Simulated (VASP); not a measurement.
CsSnI3, 5 atoms in the cell. Symmetry: Pm-3m, No. 221, cubic system. Conventional cell: a = 4.761 Å, b = 4.761 Å, c = 4.761 Å, α = 90.00°, β = 90.00°, γ = 90.00°. Cs (site symmetry m-3m) has 12 I at 3.37 Å and 8 Sn at 4.12 Å within 4.4 Å. Within 3.1 Å of Sn (site symmetry m-3m) lie 6 I at 2.38 Å. Within 3.1 Å of I (site symmetry 4/mmm) lie 2 Sn at 2.38 Å. 

| Property | Result |
| --- | --- |
| Program | VASP 6.6.1 |
| Task | single point |
| Functional | PBE |
| Potentials or basis | VASP PAW PBE potentials, release 64 (Cs_sv, Sn_d, I) |
| Cutoff | 520 eV |
| k mesh | 8 × 8 × 8 |
| Occupations | gaussian, width 0.1 eV |
| Spin | no spin polarisation |
| Dipole correction | no |
| Further INCAR settings | ALGO = Normal; EDIFF = 1e-06; NBANDS = 30 |

Potentials or basis: VASP PAW PBE potentials, release 64 (Cs_sv, Sn_d, I).

Command:

```bash
$ cat potpaw_PBE.64/Cs_sv/POTCAR potpaw_PBE.64/Sn_d/POTCAR potpaw_PBE.64/I/POTCAR > POTCAR
$ mpirun -np 1 vasp_std > vasp.out
```

Hardware: 1 thread of Intel(R) Xeon(R) Platinum 8375C CPU @ 2.90GHz (Ice Lake) (shared host).

Problem. Estimate the wall time of this run.

Solution. It took 110 s on 1 thread of Intel(R) Xeon(R) Platinum 8375C CPU @ 2.90GHz (Ice Lake), on a shared host, peak memory 0.27 GiB. Counts: scf iterations 14, k points 35.
